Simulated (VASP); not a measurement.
Here is a VASP 6.6.1 calculation.

The input INCAR:

```
PREC = Accurate
ENCUT = 520
EDIFF = 1E-6
ISMEAR = 0
SIGMA = 0.1
LREAL = False
LASPH = True
NELM = 60
ALGO = Normal
ISIF = 2
LWAVE = False
LCHARG = False
GGA = PE
NBANDS = 14
```

File KPOINTS:

```
Automatic mesh
0
Gamma
  6 6 6
```

The input POSCAR:

```
BeS2
1.0
    0.0000000000      2.8432300275      2.8432300275
    2.8432300275      0.0000000000      2.8432300275
    2.8432300275      2.8432300275      0.0000000000
Be S
1 2
Direct
    0.0000000000      0.0000000000      0.0000000000
    0.2500000000      0.2500000000      0.2500000000
    0.7500000000      0.7500000000      0.7500000000
```

Potentials or basis: VASP PAW PBE potentials, release 64 (Be, S).

Run with:

```sh
$ cat potpaw_PBE.64/Be/POTCAR potpaw_PBE.64/S/POTCAR > POTCAR
$ mpirun -np 1 vasp_std > vasp.out
```

(1) What does it give for the pressure?

(2) Predict the band gap on the k mesh.

## Answers

(1) -0.1 GPa.

(2) zero (bands 7 and 8 overlap by 4.02 eV).
